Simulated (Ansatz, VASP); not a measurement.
Sb: VASP beside Ansatz

INCAR

```
ALGO = Normal ; EDIFF = 1E-6
ENCUT = 500 ; GGA = PS
GGA_COMPAT = False ; ISIF = 2
ISMEAR = -1 ; LASPH = True
LCHARG = False ; LREAL = False
LWAVE = False ; NBANDS = 12
NELM = 120 ; PREC = Accurate
SIGMA = 0.1
```

Contents of KPOINTS:

```
k-points
0
Gamma
  10 10 10
```

Contents of POSCAR:

```
Sb
1.0
    0.0000000000      2.5303826152      2.5303826152
    2.5303826152      0.0000000000      2.5303826152
    2.5303826152      2.5303826152      0.0000000000
Sb
2
Direct
   -0.1250000000     -0.1250000000     -0.1250000000
    0.1250000000      0.1250000000      0.1250000000
```

Input for Ansatz:

```yaml
crystal:
  lattice:
    - [0.0, 2.5303826152, 2.5303826152]
    - [2.5303826152, 0.0, 2.5303826152]
    - [2.5303826152, 2.5303826152, 0.0]
  atoms:
    - { symbol: Sb, position: [-0.125, -0.125, -0.125] }
    - { symbol: Sb, position: [0.125, 0.125, 0.125] }
kpoints:
  mp_grid: { grid: [10, 10, 10] }
scf:
  occupations: { method: fermi_dirac, width: 0.1 }
hamiltonian:
  xc: pbesol
  pseudopotentials: { kind: all_electron, datasets: crystal }
output:
  forces: true
  stress: true
  eigenvalues: true
```

Change from the starting cell: volume scaled by 0.4, crystal datasets.

Alike in both runs: task single point; functional PBEsol; k mesh 10 × 10 × 10; occupations fermi-dirac, width 0.1 eV; no spin polarisation.

|  | VASP | Ansatz |
| --- | --- | --- |
| version | VASP 6.6.1 | Ansatz 0.2.0 |
| potentials or method | VASP PAW PBE potentials, release 64 (Sb), cutoff 500 eV | all-electron PAW with datasets made for the crystal, scalar-relativistic |

|  | VASP | Ansatz | Ansatz less VASP |
| --- | --- | --- | --- |
| pressure (GPa) | 223.4 | 223.6 | +0.17 |

VASP's potentials were made for PBE, not for PBEsol. Both programs put the cell under a high pressure, so it lies far from rest at this level. Ansatz ran all-electron here, and VASP with PAW potentials.

Spin-orbit coupling is off throughout. Noted on VASP's run: the cell as given lies far from equilibrium.
